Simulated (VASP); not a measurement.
# HfC (Fm-3m) in VASP: a series of runs

HfC is run at these levels: PBEsol, RPBE, BLYP; tasks: single point.

All numbers are computed with VASP 6.6.1; they aren't measurements. Logs are shortened: lines on timing, memory, paths and dates and some standing lists are left out, and cuts for length are marked.

### 1 The cell of the first run

It takes space group Fm-3m (No. 225, cubic). The conventional cell has a = 4.650 Å, b = 4.650 Å, c = 4.650 Å, α = 90.00°, β = 90.00°, γ = 90.00°. Within 3.1 Å of Hf (site symmetry m-3m) lie 6 C at 2.33 Å. C (site symmetry m-3m) has 6 Hf at 2.33 Å within 3.1 Å.

### 2 Single point, PBEsol

File POSCAR:

```
HfC
1.0
    0.0000000000      2.3250000000      2.3250000000
    2.3250000000      0.0000000000      2.3250000000
    2.3250000000      2.3250000000      0.0000000000
Hf C
1 1
Direct
    0.5000000000      0.5000000000      0.5000000000
    0.0000000000      0.0000000000      0.0000000000
```

File INCAR.step1:

```
SYSTEM = HfC
PREC = Accurate ; ENCUT = 520
EDIFF = 1E-6 ; ISMEAR = -1
SIGMA = 0.05 ; LREAL = .FALSE.
LASPH = .TRUE. ; NELM = 60
ALGO = Normal ; ISIF = 2
LWAVE = .FALSE. ; LCHARG = .TRUE.
LMAXMIX = 4 ; GGA = PS
NBANDS = 14
```

File KPOINTS.step1:

```
regular mesh
0
G
  6 6 6
  0 0 0
```

File INCAR.step2:

```
SYSTEM = HfC
PREC = Accurate ; ENCUT = 520
EDIFF = 1E-6 ; ISMEAR = -5
SIGMA = 0.05 ; LREAL = .FALSE.
LASPH = .TRUE. ; NELM = 60
ALGO = Normal ; ISIF = 2
LWAVE = .FALSE. ; LCHARG = .FALSE.
LMAXMIX = 4 ; GGA = PS
LORBIT = 11 ; NBANDS = 14
NEDOS = 1001 ; ICHARG = 11
```

File KPOINTS.step2:

```
regular mesh
0
G
  9 9 9
  0 0 0
```

Potentials or basis: VASP PAW PBE potentials, release 64 (Hf_pv, C).

Command:

```sh
$ cat potpaw_PBE.64/Hf_pv/POTCAR potpaw_PBE.64/C/POTCAR > POTCAR
$ cp INCAR.step1 INCAR
$ cp KPOINTS.step1 KPOINTS
$ mpirun -np 1 vasp_std > vasp.out
$ cp INCAR.step2 INCAR
$ cp KPOINTS.step2 KPOINTS
$ mpirun -np 1 vasp_std > vasp.out
```

OUTCAR:

```text
SYSTEM = HfC
   PREC = Accurate
   ENCUT = 520
   EDIFF = 1E-6
   ISMEAR = -5
   LREAL = .FALSE.
   LASPH = .TRUE.
   NELM = 60
   ISIF = 2
   GGA = PS
   LORBIT = 11
   ICHARG = 11

 ion  position               nearest neighbor table
   1  0.500  0.500  0.500-   2 2.33   2 2.33   2 2.33   2 2.33   2 2.33   2 2.33
   2  0.000  0.000  0.000-   1 2.33   1 2.33   1 2.33   1 2.33   1 2.33   1 2.33

  LATTYP: Found a face centered cubic cell.
 ALAT       =     4.6500000000

  Lattice vectors:

 A1 = (   0.0000000000,   2.3250000000,   2.3250000000)
 A2 = (   2.3250000000,   0.0000000000,   2.3250000000)
 A3 = (   2.3250000000,   2.3250000000,   0.0000000000)

Analysis of symmetry for initial positions (statically):
=====================================================================
 Subroutine PRICEL returns:
 Original cell was already a primitive cell.

 Routine SETGRP: Setting up the symmetry group for a
 face centered cubic supercell.

 Subroutine GETGRP returns: Found 48 space group operations
 (whereof 48 operations were pure point group operations)
 out of a pool of 48 trial point group operations.

The static configuration has the point symmetry O_h .

Analysis of symmetry for dynamics (positions and initial velocities):
=====================================================================
 Subroutine PRICEL returns:
 Original cell was already a primitive cell.

 Routine SETGRP: Setting up the symmetry group for a
 face centered cubic supercell.

 Subroutine GETGRP returns: Found 48 space group operations
 (whereof 48 operations were pure point group operations)
 out of a pool of 48 trial point group operations.

The dynamic configuration has the point symmetry O_h .

 Subroutine INISYM returns: Found 48 space group operations
 (whereof 48 operations are pure point group operations),
 and found     1 'primitive' translations

----------------------------------------------------------------------------------------

                                     Primitive cell

  volume of cell :      25.1362

  direct lattice vectors                    reciprocal lattice vectors
     0.000000000  2.325000000  2.325000000    -0.215053763  0.215053763  0.215053763
     2.325000000  0.000000000  2.325000000     0.215053763 -0.215053763  0.215053763
     2.325000000  2.325000000  0.000000000     0.215053763  0.215053763 -0.215053763

  length of vectors
     3.288046533  3.288046533  3.288046533     0.372484045  0.372484045  0.372484045

  position of ions in fractional coordinates (direct lattice)
     0.500000000  0.500000000  0.500000000
     0.000000000  0.000000000  0.000000000

  ion indices of the primitive-cell ions
   primitive index   ion index
                 1           1
                 2           2

----------------------------------------------------------------------------------------

 KPOINTS: regular mesh

Automatic generation of k-mesh.
 Grid dimensions read from file:
 generate k-points for:    9    9    9

 Generating k-lattice:

  Cartesian coordinates                     Fractional coordinates (reciprocal lattice)
    -0.023894863  0.023894863  0.023894863     0.111111111  0.000000000  0.000000000
     0.023894863 -0.023894863  0.023894863     0.000000000  0.111111111  0.000000000
     0.023894863  0.023894863 -0.023894863     0.000000000  0.000000000  0.111111111

  Length of vectors
     0.041387116  0.041387116  0.041387116

  Shift w.r.t. Gamma in fractional coordinates (k-lattice)
     0.000000000  0.000000000  0.000000000

 TETIRR: Found    115 inequivalent tetrahedra from     4374

 Subroutine IBZKPT returns following result:
 ===========================================

 Found     35 irreducible k-points:

 Following reciprocal coordinates:
            Coordinates               Weight
  0.000000  0.000000  0.000000      1.000000
  0.111111  0.000000  0.000000      8.000000
  0.222222  0.000000  0.000000      8.000000
  0.333333  0.000000  0.000000      8.000000
  0.444444  0.000000  0.000000      8.000000
  0.111111  0.111111  0.000000      6.000000
[... 16 lines left out ...]
 -0.333333  0.333333  0.000000     12.000000
  0.444444  0.444444  0.000000      6.000000
 [... further k-points ...]
   k-points           NKPTS =     35   k-points in BZ     NKDIM =     35   number of bands    NBANDS=     14
   number of dos      NEDOS =   1001   number of ions     NIONS =      2
   total plane-waves  NPLWV =  13824
   dimension x,y,z NGX =    24 NGY =   24 NGZ =   24
   dimension x,y,z NGXF=    48 NGYF=   48 NGZF=   48
   ions per type =               1   1
   NGX,Y,Z   is equivalent  to a cutoff of  12.13, 12.13, 12.13 a.u.
   NGXF,Y,Z  is equivalent  to a cutoff of  24.27, 24.27, 24.27 a.u.
 SYSTEM =  HfC
   PREC   = accura    normal or accurate (medium, high low for compatibility)
   ISTART =      0    job   : 0-new  1-cont  2-samecut
   ICHARG =     11    charge: 1-file 2-atom 10-const
   ISPIN  =      1    spin polarized calculation?
   LNONCOLLINEAR =      F non collinear calculations
   LSORBIT =      F    spin-orbit coupling
   LASPH  =      T    aspherical Exc in radial PAW
   ENCUT  =  520.0 eV  38.22 Ry    6.18 a.u.   6.11  6.11  6.11*2*pi/ulx,y,z
   NELM   =     60;   NELMIN=  2; NELMDL=  0     # of ELM steps
   EDIFF  = 0.1E-05   stopping-criterion for ELM
   LREAL  =      F    real-space projection
   EDIFFG = 0.1E-04   stopping-criterion for IOM
   NSW    =      0    number of steps for IOM
   IBRION =     -1    ionic relax: 0-MD 1-quasi-New 2-CG
   NFREE  =      0    steps in history (QN), initial steepest desc. (CG)
   ISIF   =      2    stress and relaxation
   ISYM   =      2    0-nonsym 1-usesym 2-fastsym
   POTIM  = 0.5000    time-step for ionic-motion
   TEBEG  =    0.0;   TEEND  =   0.0 temperature during run
   PSTRESS=    0.0 pullay stress
   NELECT =      14.0000    total number of electrons
   NUPDOWN=      -1.0000    fix difference up-down
   EMIN   =  10.00;   EMAX   =-10.00  energy-range for DOS
   EFERMI =   0.00;   METHOD = LEGACY
   ISMEAR =    -5;   SIGMA  =   0.05  broadening in eV -4-tet -1-fermi 0-gaus
   EFERMI_NEDOS =   21; number of points for ismear=-14 and -15
   IALGO  =     38    algorithm
   IMIX   =      4    mixing-type and parameters
     AMIX     =   0.40;   BMIX     =  1.00
     AMIX_MAG =   1.60;   BMIX_MAG =  1.00
  volume/ion in A,a.u.               =      12.57        84.81
  Fermi-wavevector in a.u.,A,eV,Ry     =   1.346949  2.545365 24.684672  1.814272
  Thomas-Fermi vector in A             =   2.474740
   LORBIT       =     11    0 simple, 1 ext, 2 COOP (PROOUT), +10 PAW based schemes
   GGA     = PS    functional components
   LHFCALC =     F    Hartree Fock is set to
   AEXX    =    0.0000 exact exchange contribution
   IVDW    =     0    specifies the selected vdW correction
   LEPSILON=     F    determine dielectric tensor
   LRPA    =     F    only Hartree local field effects (RPA)
 non-spin polarized calculation
 Fermi weights with tetrahedron method with Bloechl corrections
  energy-cutoff  :      520.00
  volume of cell :       25.14
 maximum number of plane-waves:       685

 number of electron      14.0000000 magnetization

 Free energy of the ion-electron system (eV)
  ---------------------------------------------------
  ext. energy  EPLUGINS =         0.00000000
  ---------------------------------------------------
  free energy    TOTEN  =       -22.17469846 eV

  energy without entropy =      -22.17469846  energy(sigma->0) =      -22.17469846

 E-fermi :   5.8474     XC(G=0): -12.4193

 val. band max:        5.8853647891   @ k =   0.1111   0.1111   0.0000
 cond. band min:       5.5078253140   @ k =   0.2222   0.2222   0.0000
 fundamental gap:     -0.3775394751
 Fermi energy:         5.8474370904

 k-point     1 :       0.0000    0.0000    0.0000
  band No.  band energies     occupation
      1     -23.6988      2.00000
      2     -23.6988      2.00000
      3     -23.6988      2.00000
      4      -6.4750      2.00000
      5       6.8461      0.62243
      6       6.8461     -1.35865
      7       6.8461     -1.35865
      8       7.1487      0.00000
      9       7.1487      0.00000
     10       7.1487      0.00000
     11       9.1687      0.00000
     12       9.1687      0.00000
     13      12.6434      0.00000
     14      16.7490      0.00000

 k-point     2 :       0.1111    0.0000    0.0000
  band No.  band energies     occupation
      1     -23.7840      2.00000
      2     -23.7071      2.00000
      3     -23.7071      2.00000
      4      -6.1652      2.00000
      5       5.2483      1.97075
      6       5.6889      1.81035
      7       5.6889      1.81055
      8       7.6285      0.00000
      9       7.6285      0.00000
     10       8.0169      0.00000
     11      10.4877      0.00000
     12      10.4877      0.00000
     13      13.3076      0.00000
     14      17.5994      0.00000

 k-point     3 :       0.2222    0.0000    0.0000
  band No.  band energies     occupation
      1     -23.9930      2.00000
      2     -23.7278      2.00000
      3     -23.7278      2.00000
      4      -5.3120      2.00000
      5       3.2609      2.00000
      6       4.3458      2.00000
      7       4.3458      2.00000
      8       8.5220      0.00000
      9       8.5220      0.00000
     10       8.6046      0.00000
     11      12.7586      0.00000
     12      12.7586      0.00000
     13      14.5773      0.00000
     14      19.3979      0.00000

 k-point     4 :       0.3333    0.0000    0.0000
  band No.  band energies     occupation
      1     -24.2202      2.00000
      2     -23.7513      2.00000
      3     -23.7513      2.00000
      4      -4.1137      2.00000
      5       1.3947      2.00000
      6       3.3825      2.00000
      7       3.3825      2.00000
      8       9.4697      0.00000
      9       9.7833      0.00000
     10       9.7833      0.00000
     11      14.7929      0.00000
     12      15.0715      0.00000
     13      15.0715      0.00000
     14      19.4999      0.00000

 k-point     5 :       0.4444    0.0000    0.0000
  band No.  band energies     occupation
      1     -24.3630      2.00000
      2     -23.7664      2.00000
      3     -23.7664      2.00000
      4      -2.9242      2.00000
      5      -0.0780      2.00000
      6       2.8878      2.00000
      7       2.8878      2.00000
      8      10.9069      0.00000
      9      10.9069      0.00000
     10      10.9102      0.00000
     11      13.0740      0.00000
[... 276 lines left out ...]
 k-point    22 :      -0.4444    0.3333    0.0000
  band No.  band energies     occupation
      1     -24.2278      2.00000
      2     -24.0313      2.00000
      3     -23.8818      2.00000
      4      -3.9610      2.00000
      5       2.3230      2.00000
      6       3.1581      2.00000
      7       4.3467      2.00000
      8       7.0515      0.00000
      9      11.7852      0.00000
     10      12.0214      0.00000
     11      13.5808      0.00000
     12      14.5884      0.00000
     13      16.3437      0.00000
     14      18.4630      0.00000

 k-point    23 :      -0.3333    0.3333    0.0000
  band No.  band energies     occupation
      1     -24.1522      2.00000
      2     -24.1274      2.00000
      3     -23.8403      2.00000
      4      -3.5422      2.00000
      5       1.4914      2.00000
      6       3.0671      2.00000
      7       3.6463      2.00000
      8       8.5983      0.00000
      9      10.9172      0.00000
     10      11.5571      0.00000
     11      13.5013      0.00000
     12      15.6510      0.00000
     13      17.7658      0.00000
     14      19.1094      0.00000

 k-point    24 :       0.4444    0.4444    0.0000
  band No.  band energies     occupation
      1     -24.2834      2.00000
      2     -23.9265      2.00000
      3     -23.9265      2.00000
      4      -4.5188      2.00000
      5       3.0024      2.00000
      6       4.0436      2.00000
      7       5.6945      2.00000
      8       5.6945      0.81100
      9      11.0289      0.00000
     10      12.5179      0.00000
     11      12.5179      0.00000
     12      14.4082      0.00000
     13      15.1636      0.00000
     14      18.3594      0.00000

 [... further k-points ...]
[... 5 lines left out ...]
  --------------------------------------------------------------------------------------
  -------------------------------------------------------------------------------------
  Total       -1.1034895     -1.1034895     -1.1034895      0.0000000      0.0000000     -0.0000000
  in kB      -70.3363628    -70.3363628    -70.3363628      0.0000000      0.0000000     -0.0000000
  external PRESSURE =     -70.3363628 kB  Pullay stress =       0.0000000 kB

 VOLUME and BASIS-vectors are now :
 -----------------------------------------------------------------------------
  energy-cutoff  :      520.00
  volume of cell :       25.14
      direct lattice vectors                 reciprocal lattice vectors
     0.000000000  2.325000000  2.325000000    -0.215053763  0.215053763  0.215053763
     2.325000000  0.000000000  2.325000000     0.215053763 -0.215053763  0.215053763
     2.325000000  2.325000000  0.000000000     0.215053763  0.215053763 -0.215053763

 POSITION                                       TOTAL-FORCE (eV/Angst)
 -----------------------------------------------------------------------------------
      2.32500      2.32500      2.32500         0.000000      0.000000      0.000000
      0.00000      0.00000      0.00000        -0.000000     -0.000000     -0.000000
 -----------------------------------------------------------------------------------
    total drift:                               -0.000000     -0.000000     -0.000000

  FREE ENERGIE OF THE ION-ELECTRON SYSTEM (eV)
  ---------------------------------------------------
  free  energy   TOTEN  =       -22.1746984554 eV

  energy  without entropy=      -22.1746984554  energy(sigma->0) =      -22.17469846

 total charge

# of ion       s       p       d       tot
------------------------------------------
    1        0.311   6.626   1.679   8.616
    2        0.867   1.498   0.000   2.365
--------------------------------------------------
tot          1.178   8.124   1.679  10.981
```

Run time: 12 s. Hardware: 1 thread of Intel Xeon Platinum 8375C at 2.90GHz (Ice Lake), shared host; peak memory 0.14 GiB.

Results:

```
Valence electrons inside the program's atomic spheres : Hf 8.62; C 2.37
```

Caveat: the k points lie up to 0.39 Å⁻¹ apart; the PAW data sets were made with another functional, which shifts forces and pressure a little; spin-orbit coupling is left out, which moves the levels of the heavy elements.

### 3 Single point, RPBE

POSCAR is that of step 2.

File INCAR.step1:

```
ALGO     = Normal         # electronic algorithm
EDIFF    = 1E-6           # SCF threshold, eV
ENCUT    = 520            # plane-wave cutoff, eV
GGA      = RP             # functional
ISIF     = 2              # what is computed and relaxed
ISMEAR   = -1             # smearing method
LASPH    = T              # aspherical terms in the spheres
LCHARG   = T              # write CHGCAR
LMAXMIX  = 4              # l up to which the mixer works
LREAL    = F              # projectors in reciprocal space
LWAVE    = F              # write WAVECAR
NBANDS   = 14             # bands
NELM     = 100            # most SCF steps
PREC     = Accurate       # precision mode
SIGMA    = 0.05           # smearing width, eV
```

File KPOINTS.step1:

```
k-points
0
Gamma
  6 6 6
```

File INCAR.step2:

```
ALGO     = Normal         # electronic algorithm
EDIFF    = 1E-6           # SCF threshold, eV
ENCUT    = 520            # plane-wave cutoff, eV
GGA      = RP             # functional
ICHARG   = 11             # starting density
ISIF     = 2              # what is computed and relaxed
ISMEAR   = -5             # smearing method
LASPH    = T              # aspherical terms in the spheres
LCHARG   = F              # write CHGCAR
LMAXMIX  = 4              # l up to which the mixer works
LORBIT   = 10             # projections on sites
LREAL    = F              # projectors in reciprocal space
LWAVE    = F              # write WAVECAR
NBANDS   = 14             # bands
NEDOS    = 2001           # points of the DOS
NELM     = 100            # most SCF steps
PREC     = Accurate       # precision mode
SIGMA    = 0.05           # smearing width, eV
```

File KPOINTS.step2:

```
k-points
0
Gamma
  9 9 9
```

Potentials or basis: VASP PAW PBE potentials, release 64 (Hf_pv, C).

Command:

```sh
$ cat potpaw_PBE.64/Hf_pv/POTCAR potpaw_PBE.64/C/POTCAR > POTCAR
$ cp INCAR.step1 INCAR
$ cp KPOINTS.step1 KPOINTS
$ mpirun -np 1 vasp_std > vasp.out
$ cp INCAR.step2 INCAR
$ cp KPOINTS.step2 KPOINTS
$ mpirun -np 1 vasp_std > vasp.out
```

Run time: 9.9 s. Hardware: 1 thread of Intel Xeon Platinum 8375C at 2.90GHz (Ice Lake), shared host; peak memory 0.14 GiB.

It converged, with:

```
Valence electrons inside the program's atomic spheres : Hf 8.58; C 2.39
```

Levels at points of the mesh, in eV from the Fermi level:
| k point | band 5 | band 6 | band 7 | band 8 | band 9 | band 10 |
| --- | --- | --- | --- | --- | --- | --- |
| (0.00, 0.00, 0.00) | 0.96 | 0.96 | 0.96 | 1.38 | 1.38 | 1.38 |

Caveat: the k points lie up to 0.39 Å⁻¹ apart; the PAW data sets were made with another functional, which shifts forces and pressure a little; spin-orbit coupling is left out, which moves the levels of the heavy elements.

(Part 1 of 2 ends here.)
